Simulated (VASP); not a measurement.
Ga: single point with BLYP

The system is Ga.

```xyz
2
Lattice="-2.6092 2.4030 1.4156 2.4030 -2.6092 1.4156 3.0005 3.0005 -1.7932" Properties=species:S:1:pos:R:3 pbc="T T T"
Ga   -2.5597    2.3535    1.4156
Ga    0.0946    2.6996    0.5190
```

| Item | Value |
| --- | --- |
| Program | VASP 6.6.1 |
| Task | single point |
| Functional | BLYP |
| Potentials or basis | VASP PAW PBE potentials, release 64 (Ga_d) |
| Cutoff | 520 eV |
| k mesh | 15 × 15 × 9 |
| Occupations | fermi-dirac, width 0.1 eV |
| Spin | no spin polarisation |
| Dipole correction | no |
| Further INCAR settings | ALGO = Normal; EDIFF = 1e-07; NBANDS = 20 |

```json
{
  "Pressure": "3.1 GPa",
  "Band gap on the k mesh": "zero (bands 13 and 14 overlap by 7.10 eV)"
}
```

Stress tensor (GPa, compression positive):
```
 3.29  0.07 -0.01
 0.07  3.29 -0.01
-0.01 -0.01  2.69
```

Levels at points of the mesh, in eV from the Fermi level:
| k point | band 10 | band 11 | band 12 | band 13 | band 14 | band 15 | band 16 | band 17 |
| --- | --- | --- | --- | --- | --- | --- | --- | --- |
| (0.00, 0.00, 0.00) | -14.66 | -10.49 | -1.72 | -1.37 | 0.90 | 5.15 | 9.08 | 9.74 |

Run time: 7.3 min on 1 thread of Oxide Virtual Turin-like Processor (shared host), peak memory 0.41 GiB.

Caveat: the cell stands under pressure; the PAW data sets were made with another functional, which shifts forces and pressure a little.
